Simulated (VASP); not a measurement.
Input of a VASP 6.6.1 run:

The input INCAR:

```
ALGO     = Normal         # electronic algorithm
EDIFF    = 1E-6           # SCF threshold, eV
ENCUT    = 600            # plane-wave cutoff, eV
GGA      = PE             # functional
GGA_COMPAT= F            
ISIF     = 2              # what is computed and relaxed
ISMEAR   = 0              # smearing method
LASPH    = T              # aspherical terms in the spheres
LCHARG   = F              # write CHGCAR
LREAL    = F              # projectors in reciprocal space
LWAVE    = F              # write WAVECAR
NBANDS   = 16             # bands
NELM     = 120            # most SCF steps
PREC     = Accurate       # precision mode
SIGMA    = 0.2            # smearing width, eV
```

File KPOINTS:

```
k-points
0
Gamma
  5 5 5
```

The input POSCAR:

```
SiC3
1.0
    3.7283333737      0.0000000000      0.0000000000
    0.0000000000      3.7283333737      0.0000000000
    0.0000000000      0.0000000000      3.7283333737
Si C
1 3
Direct
    0.0000000000      0.0000000000      0.0000000000
    0.5000000000      0.0000000000      0.0000000000
    0.0000000000      0.5000000000      0.0000000000
    0.0000000000      0.0000000000      0.5000000000
```

Potentials or basis: VASP PAW PBE potentials, release 64 (Si, C).

Command:

```sh
$ cat potpaw_PBE.64/Si/POTCAR potpaw_PBE.64/C/POTCAR > POTCAR
$ mpirun -np 1 vasp_std > vasp.out
```

Task: What does it give for the band gap on the k mesh?

Result: Zero (bands 8 and 9 overlap by 2.04 eV).

Task: Predict the pressure.

Result: -0.3 GPa.
